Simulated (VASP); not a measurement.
Wanted: the native input for a VASP 6.6.1 run.

```yaml
Task: relaxation of volume and atoms at fixed shape
Functional: PBEsol
Potentials_or_basis: VASP PAW PBE potentials, release 64 (Ni, Si)
Cutoff: 600 eV
k_mesh: 6 × 6 × 6
Occupations: methfessel-paxton, width 0.1 eV
Spin: no spin polarisation
Dipole_correction: no
Further_INCAR_settings: ALGO = Normal; EDIFF = 1e-06; IBRION = 2; EDIFFG = -0.01; NSW = 80; ISIF = 8
```

The structure of Si8Ni5 lies in POSCAR:

```
Si8Ni5
1.0
    5.4310000000      0.0000000000      0.0000000000
    0.0000000000      5.4310000000      0.0000000000
    0.0000000000      0.0000000000      5.4310000000
Ni Si
5 8
Direct
    0.0000000000      0.0000000000      0.0000000000
    0.0000000000      0.5000000000      0.5000000000
    0.5000000000      0.0000000000      0.5000000000
    0.5000000000      0.5000000000      0.0000000000
    0.5000000000      0.0000000000      0.0000000000
    0.2500000000      0.2500000000      0.2500000000
    0.7500000000      0.7500000000      0.7500000000
    0.2500000000      0.7500000000      0.7500000000
    0.7500000000      0.2500000000      0.2500000000
    0.7500000000      0.2500000000      0.7500000000
    0.2500000000      0.7500000000      0.2500000000
    0.7500000000      0.7500000000      0.2500000000
    0.2500000000      0.2500000000      0.7500000000
```

The input as run:

INCAR

```
PREC = Accurate
ENCUT = 600
EDIFF = 1E-6
ISMEAR = 1
SIGMA = 0.1
LREAL = False
LASPH = True
NELM = 100
ALGO = Normal
ISIF = 8
LWAVE = False
LCHARG = False
GGA = PS
IBRION = 2
NSW = 80
EDIFFG = -0.01
```

KPOINTS

```
Automatic mesh
0
Gamma
  6 6 6
```

Potentials or basis: VASP PAW PBE potentials, release 64 (Ni, Si).

Run with:

```bash
$ cat potpaw_PBE.64/Ni/POTCAR potpaw_PBE.64/Si/POTCAR > POTCAR
$ mpirun -np 1 vasp_std > vasp.out
```

It gave:

The relaxed volume is 12.53 Å³/atom, the relaxed cell is a = 5.462 Å, b = 5.462 Å, c = 5.462 Å, α = 90.00°, β = 90.00°, γ = 90.00° and the space group after relaxing (to 0.1 Å) is Pm-3m (No. 221). The energy gained by relaxing is 27.9 meV/atom, the ionic steps are 5 and the pressure after relaxing is 0.0 GPa. The band gap on the k mesh is zero (bands 41 and 42 overlap by 0.99 eV).

Caveat: the PAW data sets were made with another functional, which shifts forces and pressure a little.

Run time: 11 min on 1 thread of Intel(R) Xeon(R) 6975P-C (Granite Rapids), with other jobs on the host, peak memory 0.42 GiB.
